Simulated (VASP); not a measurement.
Runs of VASP 6.6.1 on CsBe2. The structure is that of space group Fm-3m (No. 225), or close to it. The cells are those of the table. 

```csv
task,cell,k mesh,cutoff (eV),gap on the mesh (eV),pressure (GPa),relaxed volume (Å³/atom)
single point,"a = 5.811 Å, angles 60.0°, 3 atoms",10 × 10 × 10,520,none,0.0,-
relaxation of cell and atoms,"relaxed from a = 4.378 Å, angles 60.0°, 3 atoms",6 × 6 × 6,600,none,0.0,(a)
relaxation of cell and atoms,"relaxed from a = 5.778 Å, angles 60.0°, 3 atoms",10 × 10 × 10,600,none,0.0,46.21
single point,"a = 5.778 Å, angles 60.0°, 3 atoms",6 × 6 × 6,520,none,0.1,-
single point,"a = 4.378 Å, angles 60.0°, 3 atoms",6 × 6 × 6,520,none,11.2,-
```

Alike in all rows: level PBE; potentials or basis VASP PAW PBE potentials, release 64 (Cs_sv, Be); no spin polarisation; smearing gaussian 0.1 eV.

Problem. Fill in the values left out.

Solution. (a) 45.98.

Caveats: spin-orbit coupling is left out, which moves the levels of the heavy elements; the volume moved by over 15 % at a fixed basis, so the end points are rough (at least some runs); the cell stands under pressure (at least some runs).

A k mesh can miss the band edges, and the runs leave out spin-orbit coupling on Cs.

A gap of «none» marks levels without a gap at the run's occupations.
